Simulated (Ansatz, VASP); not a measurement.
## As: VASP beside Ansatz

The input INCAR:

```
SYSTEM = As
PREC     = Accurate       ! precision mode
ENCUT    = 520            ! plane-wave cutoff, eV
EDIFF    = 1E-7           ! SCF threshold, eV
ISMEAR   = -1             ! smearing method
SIGMA    = 0.05           ! smearing width, eV
LREAL    = .FALSE.        ! projectors in reciprocal space
LASPH    = .TRUE.         ! aspherical terms in the spheres
NELM     = 80             ! most SCF steps
ALGO     = Normal         ! electronic algorithm
ISIF     = 2              ! what is computed and relaxed
LWAVE    = .FALSE.        ! write WAVECAR
LCHARG   = .FALSE.        ! write CHGCAR
GGA      = B5             ! functional
ALDAX    = 1.0          
AGGAX    = 1.0          
AGGAC    = 1.0          
ALDAC    = 0.0          
NBANDS   = 8              ! bands
```

KPOINTS

```
Automatic mesh
0
G
  10 10 10
  0 0 0
```

The input POSCAR:

```
As
1.0
    2.7036817444      0.0000000000      0.0000000000
    0.0000000000      2.7036817444      0.0000000000
    0.0000000000      0.0000000000      2.7036817444
As
1
Direct
    0.5000000000      0.5000000000      0.5000000000
```

The input input.yaml:

```yaml
crystal:
  lattice:
    - [2.7036817444, 0.0, 0.0]
    - [0.0, 2.7036817444, 0.0]
    - [0.0, 0.0, 2.7036817444]
  atoms:
    - { symbol: As, position: [0.5, 0.5, 0.5] }
hamiltonian:
  xc: blyp
  pseudopotentials: { kind: paw }
kpoints:
  mp_grid: { grid: [10, 10, 10] }
  band_path:
    path:
      - [[0.0, 0.0, 0.0], [0.0, 0.5, 0.0], [0.5, 0.5, 0.0], [0.0, 0.0, 0.0], [0.5, 0.5, 0.5], [0.0, 0.5, 0.0]]
      - [[0.5, 0.5, 0.0], [0.5, 0.5, 0.5]]
    npoints: 14
scf:
  occupations: { method: fermi_dirac, width: 0.05 }
  n_extra_bands: 6
output:
  forces: true
  stress: true
  eigenvalues: true
  fatbands: false
```

Alike in both runs: functional BLYP; k mesh 10 × 10 × 10; occupations fermi-dirac, width 0.05 eV; no spin polarisation.

|  | VASP | Ansatz |
| --- | --- | --- |
| version | VASP 6.6.1 | Ansatz 0.2.0 |
| potentials or method | VASP PAW PBE potentials, release 64 (As) | Ansatz PAW |
| plane-wave cutoff (eV) | 520 | 420 |
| valence electrons in the cell | 5 | 15 |
| task | single point | band structure |

```csv
,VASP,Ansatz,Ansatz less VASP
gap on the k mesh at the Fermi level (eV),none,none,-
pressure (GPa),9.1,8.6,-0.45
```

VASP's potentials were made for PBE, not for BLYP. A gap of «none» marks a metal or a gap that the smearing closes. VASP's potentials hold 5 valence electrons a cell and Ansatz's 15, so a difference there can come from the potentials and not from the codes.
